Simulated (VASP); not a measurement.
# PbSe (Fm-3m) in VASP: single point with PBE0

Aim: the single point of PbSe with PBE0.

Program: VASP 6.6.1. These are calculated values, not measurements. Logs are shortened: lines on timing, memory, paths and dates and some standing lists are left out, and cuts for length are marked.

### 1 The cell of the first run

It takes space group Fm-3m (No. 225, cubic). Conventional cell: a = 6.121 Å, b = 6.121 Å, c = 6.121 Å, α = 90.00°, β = 90.00°, γ = 90.00°. Pb (site symmetry m-3m) has 6 Se at 3.06 Å within 4.0 Å. Se (site symmetry m-3m) has 6 Pb at 3.06 Å within 4.0 Å.

### 2 Single point, PBE0

Input file POSCAR:

```
PbSe
1.0
    0.0000000000      3.0606500000      3.0606500000
    3.0606500000      0.0000000000      3.0606500000
    3.0606500000      3.0606500000      0.0000000000
Pb Se
1 1
Direct
    0.0000000000      0.0000000000      0.0000000000
    0.5000000000      0.5000000000      0.5000000000
```

Input file INCAR.step1:

```
SYSTEM = PbSe
PREC = Accurate
ENCUT = 520
EDIFF = 1E-5
ISMEAR = 0
SIGMA = 0.01
LREAL = .FALSE.
LASPH = .TRUE.
NELM = 60
ALGO = Normal
ISIF = 2
LWAVE = .TRUE.
LCHARG = .FALSE.
NBANDS = 17
GGA = PE
```

Input file INCAR.step2:

```
SYSTEM = PbSe
PREC = Accurate
ENCUT = 520
EDIFF = 1E-6
ISMEAR = 0
SIGMA = 0.01
LREAL = .FALSE.
LASPH = .TRUE.
NELM = 60
ALGO = Normal
ISIF = 2
LWAVE = .FALSE.
LCHARG = .FALSE.
GGA = PE
LHFCALC = .TRUE.
AEXX = 0.25
PRECFOCK = Normal
NBANDS = 17
ISTART = 1
```

Input file KPOINTS:

```
regular mesh
0
G
  5 5 5
  0 0 0
```

Potentials or basis: VASP PAW PBE potentials, release 64 (Pb_d, Se).

Run with:

```
$ cat potpaw_PBE.64/Pb_d/POTCAR potpaw_PBE.64/Se/POTCAR > POTCAR
$ cp INCAR.step1 INCAR
$ mpirun -np 1 vasp_std > vasp.out
$ cp INCAR.step2 INCAR
$ mpirun -np 1 vasp_std > vasp.out
```

OUTCAR:

```text
SYSTEM = PbSe
   PREC = Accurate
   ENCUT = 520
   EDIFF = 1E-6
   ISMEAR = 0
   LREAL = .FALSE.
   LASPH = .TRUE.
   NELM = 60
   ISIF = 2
   GGA = PE
   LHFCALC = .TRUE.
   AEXX = 0.25
   PRECFOCK = Normal
   ISTART = 1

 ion  position               nearest neighbor table
   1  0.000  0.000  0.000-   2 3.06   2 3.06   2 3.06   2 3.06   2 3.06   2 3.06
   2  0.500  0.500  0.500-   1 3.06   1 3.06   1 3.06   1 3.06   1 3.06   1 3.06

  LATTYP: Found a face centered cubic cell.
 ALAT       =     6.1213000000

  Lattice vectors:

 A1 = (   0.0000000000,   3.0606500000,   3.0606500000)
 A2 = (   3.0606500000,   0.0000000000,   3.0606500000)
 A3 = (   3.0606500000,   3.0606500000,   0.0000000000)

Analysis of symmetry for initial positions (statically):
=====================================================================
 Subroutine PRICEL returns:
 Original cell was already a primitive cell.

 Routine SETGRP: Setting up the symmetry group for a
 face centered cubic supercell.

 Subroutine GETGRP returns: Found 48 space group operations
 (whereof 48 operations were pure point group operations)
 out of a pool of 48 trial point group operations.

The static configuration has the point symmetry O_h .

Analysis of symmetry for dynamics (positions and initial velocities):
=====================================================================
 Subroutine PRICEL returns:
 Original cell was already a primitive cell.

 Routine SETGRP: Setting up the symmetry group for a
 face centered cubic supercell.

 Subroutine GETGRP returns: Found 48 space group operations
 (whereof 48 operations were pure point group operations)
 out of a pool of 48 trial point group operations.

The dynamic configuration has the point symmetry O_h .

 Subroutine INISYM returns: Found 48 space group operations
 (whereof 48 operations are pure point group operations),
 and found     1 'primitive' translations

----------------------------------------------------------------------------------------

                                     Primitive cell

  volume of cell :      57.3418

  direct lattice vectors                    reciprocal lattice vectors
     0.000000000  3.060650000  3.060650000    -0.163363991  0.163363991  0.163363991
     3.060650000  0.000000000  3.060650000     0.163363991 -0.163363991  0.163363991
     3.060650000  3.060650000  0.000000000     0.163363991  0.163363991 -0.163363991

  length of vectors
     4.328412740  4.328412740  4.328412740     0.282954733  0.282954733  0.282954733

  position of ions in fractional coordinates (direct lattice)
     0.000000000  0.000000000  0.000000000
     0.500000000  0.500000000  0.500000000

  ion indices of the primitive-cell ions
   primitive index   ion index
                 1           1
                 2           2

----------------------------------------------------------------------------------------

 KPOINTS: regular mesh

Automatic generation of k-mesh.
 Grid dimensions read from file:
 generate k-points for:    5    5    5

 Generating k-lattice:

  Cartesian coordinates                     Fractional coordinates (reciprocal lattice)
    -0.032672798  0.032672798  0.032672798     0.200000000  0.000000000  0.000000000
     0.032672798 -0.032672798  0.032672798     0.000000000  0.200000000  0.000000000
     0.032672798  0.032672798 -0.032672798     0.000000000  0.000000000  0.200000000

  Length of vectors
     0.056590947  0.056590947  0.056590947

  Shift w.r.t. Gamma in fractional coordinates (k-lattice)
     0.000000000  0.000000000  0.000000000

 Subroutine IBZKPT returns following result:
 ===========================================

 Found     10 irreducible k-points:

 Following reciprocal coordinates:
            Coordinates               Weight
  0.000000  0.000000  0.000000      1.000000
  0.200000  0.000000  0.000000      8.000000
  0.400000  0.000000  0.000000      8.000000
  0.200000  0.200000  0.000000      6.000000
  0.400000  0.200000  0.000000     24.000000
 -0.400000  0.200000  0.000000     24.000000
 -0.200000  0.200000  0.000000     12.000000
  0.400000  0.400000  0.000000      6.000000
 -0.400000  0.400000  0.000000     12.000000
 -0.400000  0.400000  0.200000     24.000000
   k-points           NKPTS =     10   k-points in BZ     NKDIM =    125   number of bands    NBANDS=     17
   number of dos      NEDOS =    301   number of ions     NIONS =      2
   total plane-waves  NPLWV =  32768
   dimension x,y,z NGX =    32 NGY =   32 NGZ =   32
   dimension x,y,z NGXF=    64 NGYF=   64 NGZF=   64
   ions per type =               1   1
   NGX,Y,Z   is equivalent  to a cutoff of  12.29, 12.29, 12.29 a.u.
   NGXF,Y,Z  is equivalent  to a cutoff of  24.58, 24.58, 24.58 a.u.
 SYSTEM =  PbSe
   PREC   = accura    normal or accurate (medium, high low for compatibility)
   ISTART =      1    job   : 0-new  1-cont  2-samecut
   ICHARG =      0    charge: 1-file 2-atom 10-const
   ISPIN  =      1    spin polarized calculation?
   LNONCOLLINEAR =      F non collinear calculations
   LSORBIT =      F    spin-orbit coupling
   LASPH  =      T    aspherical Exc in radial PAW
   ENCUT  =  520.0 eV  38.22 Ry    6.18 a.u.   8.05  8.05  8.05*2*pi/ulx,y,z
   NELM   =     60;   NELMIN=  2; NELMDL=  0     # of ELM steps
   EDIFF  = 0.1E-05   stopping-criterion for ELM
   LREAL  =      F    real-space projection
   EDIFFG = 0.1E-04   stopping-criterion for IOM
   NSW    =      0    number of steps for IOM
   IBRION =     -1    ionic relax: 0-MD 1-quasi-New 2-CG
   NFREE  =      0    steps in history (QN), initial steepest desc. (CG)
   ISIF   =      2    stress and relaxation
   ISYM   =      3    0-nonsym 1-usesym 2-fastsym
   POTIM  = 0.5000    time-step for ionic-motion
   TEBEG  =    0.0;   TEEND  =   0.0 temperature during run
   PSTRESS=    0.0 pullay stress
   NELECT =      20.0000    total number of electrons
   NUPDOWN=      -1.0000    fix difference up-down
   EMIN   =  10.00;   EMAX   =-10.00  energy-range for DOS
   EFERMI =   0.00;   METHOD = LEGACY
   ISMEAR =     0;   SIGMA  =   0.01  broadening in eV -4-tet -1-fermi 0-gaus
   EFERMI_NEDOS =   21; number of points for ismear=-14 and -15
   IALGO  =     38    algorithm
   IMIX   =      1    mixing-type and parameters
     AMIX     =   0.40;   BMIX     =  1.00
     AMIX_MAG =   1.60;   BMIX_MAG =  1.00
  volume/ion in A,a.u.               =      28.67       193.48
  Fermi-wavevector in a.u.,A,eV,Ry     =   1.152377  2.177676 18.068159  1.327972
  Thomas-Fermi vector in A             =   2.289028
   LORBIT       =      0    0 simple, 1 ext, 2 COOP (PROOUT), +10 PAW based schemes
   GGA     = PE    functional components
   LHFCALC =     T    Hartree Fock is set to
   PRECFOCK=normal    Normal, Fast or Accurate (Low or Medium for compatibility)
   ENCUT4O =  -1.0   cutoff for four orbital integrals eV
   NKREDX  =     1    reduce k-point grid by
   NKREDY  =     1    reduce k-point grid by
   NKREDZ  =     1    reduce k-point grid by
   AEXX    =    0.2500 exact exchange contribution
   HFSCREEN=    0.0000 screening length (either q_TF or 0.3 A-1)
   HFSCREENC=   0.0000 screening length for correlation (either q_TF or 0.3 A-1)
   ENCUTFOCK=  -1.0 apply spherical cutoff to Coloumb kernel
   IVDW    =     0    specifies the selected vdW correction
   LEPSILON=     F    determine dielectric tensor
   LRPA    =     F    only Hartree local field effects (RPA)
 non-spin polarized calculation
 Gauss-broadening in eV      SIGMA  =   0.01
  energy-cutoff  :      520.00
  volume of cell :       57.34
 maximum number of plane-waves:      1554
  NGX = 28; NGY = 28; NGZ = 28

 number of electron      20.0000000 magnetization

 Free energy of the ion-electron system (eV)
  ---------------------------------------------------
  ext. energy  EPLUGINS =         0.00000000
  ---------------------------------------------------
  free energy    TOTEN  =       -10.75655196 eV

  energy without entropy =      -10.75655196  energy(sigma->0) =      -10.75655196

 E-fermi :   4.2229     XC(G=0):  -7.5440

 val. band max:        4.1455831767   @ k =   0.4000   0.0000   0.0000
 cond. band min:       6.2664748016   @ k =   0.4000   0.0000   0.0000
 fundamental gap:      2.1208916249
 Fermi energy:         4.2229177019

 k-point     1 :       0.0000    0.0000    0.0000
  band No.  band energies     occupation
      1     -14.2650      2.00000
      2     -14.2650      2.00000
      3     -14.2579      2.00000
      4     -14.2579      2.00000
      5     -14.2578      2.00000
      6     -10.6794      2.00000
[... 9 lines left out ...]
     16      12.2984      0.00000
     17      13.9632      0.00000

 k-point     2 :       0.2000    0.0000    0.0000
  band No.  band energies     occupation
      1     -14.2743      2.00000
      2     -14.2743      2.00000
      3     -14.2570      2.00000
      4     -14.2475      2.00000
      5     -14.2475      2.00000
      6     -10.3544      2.00000
[... 9 lines left out ...]
     16      13.1694      0.00000
     17      16.3898      0.00000

 k-point     3 :       0.4000    0.0000    0.0000
  band No.  band energies     occupation
      1     -14.2903      2.00000
      2     -14.2903      2.00000
      3     -14.2561      2.00000
      4     -14.2293      2.00000
      5     -14.2293      2.00000
      6      -9.6555      2.00000
[... 9 lines left out ...]
     16      15.2996      0.00000
     17      17.2367      0.00000

 k-point     4 :       0.2000    0.2000    0.0000
  band No.  band energies     occupation
      1     -14.2986      2.00000
      2     -14.2643      2.00000
      3     -14.2587      2.00000
      4     -14.2433      2.00000
      5     -14.2433      2.00000
      6     -10.2356      2.00000
[... 9 lines left out ...]
     16      14.6509      0.00000
     17      15.0908      0.00000
[... 63 lines left out ...]
      1     -14.3857      2.00000
      2     -14.2746      2.00000
      3     -14.2483      2.00000
      4     -14.2181      2.00000
      5     -14.2181      2.00000
      6      -9.2797      2.00000
[... 9 lines left out ...]
     16      17.0989      0.00000
     17      18.4054      0.00000

 k-point     9 :      -0.4000    0.4000    0.0000
  band No.  band energies     occupation
      1     -14.3802      2.00000
      2     -14.2657      2.00000
      3     -14.2581      2.00000
      4     -14.2221      2.00000
      5     -14.2175      2.00000
      6      -9.0760      2.00000
[... 9 lines left out ...]
     16      16.8625      0.00000
     17      18.8687      0.00000

 k-point    10 :      -0.4000    0.4000    0.2000
  band No.  band energies     occupation
      1     -14.3547      2.00000
      2     -14.2696      2.00000
      3     -14.2548      2.00000
      4     -14.2353      2.00000
      5     -14.2184      2.00000
      6      -9.1796      2.00000
[... 9 lines left out ...]
     16      17.4034      0.00000
     17      17.4910      0.00000

------------------------ aborting loop because EDIFF is reached ----------------------------------------

  FORCE on cell =-STRESS in cart. coord.  units (eV):
  Direction    XX          YY          ZZ          XY          YZ          ZX
  --------------------------------------------------------------------------------------
  -------------------------------------------------------------------------------------
  Total        0.3874562      0.3874562      0.3874562     -0.0000000     -0.0000000      0.0000000
  in kB       10.8258554     10.8258554     10.8258554     -0.0000000     -0.0000000      0.0000000
  external PRESSURE =      10.8258554 kB  Pullay stress =       0.0000000 kB

 VOLUME and BASIS-vectors are now :
 -----------------------------------------------------------------------------
  energy-cutoff  :      520.00
  volume of cell :       57.34
      direct lattice vectors                 reciprocal lattice vectors
     0.000000000  3.060650000  3.060650000    -0.163363991  0.163363991  0.163363991
     3.060650000  0.000000000  3.060650000     0.163363991 -0.163363991  0.163363991
     3.060650000  3.060650000  0.000000000     0.163363991  0.163363991 -0.163363991

 POSITION                                       TOTAL-FORCE (eV/Angst)
 -----------------------------------------------------------------------------------
      0.00000      0.00000      0.00000         0.000000      0.000000      0.000000
      3.06065      3.06065      3.06065         0.000000      0.000000     -0.000000
 -----------------------------------------------------------------------------------
    total drift:                               -0.000000      0.000000      0.000000

  FREE ENERGIE OF THE ION-ELECTRON SYSTEM (eV)
  ---------------------------------------------------
  free  energy   TOTEN  =       -10.7565519585 eV

  energy  without entropy=      -10.7565519585  energy(sigma->0) =      -10.75655196
```

It took 38 min on 1 thread of Oxide Virtual Turin-like, shared host; peak memory 0.17 GiB.

What came out:

```
Free energy : -10.7566 eV
Pressure    : 1.1 GPa
```

Caveat: this odd mesh misses L, so gap, dielectric constants and Born charges aren't listed; the PAW data sets were made with another functional, which shifts forces and pressure a little; spin-orbit coupling is left out, which moves the levels of the heavy elements.
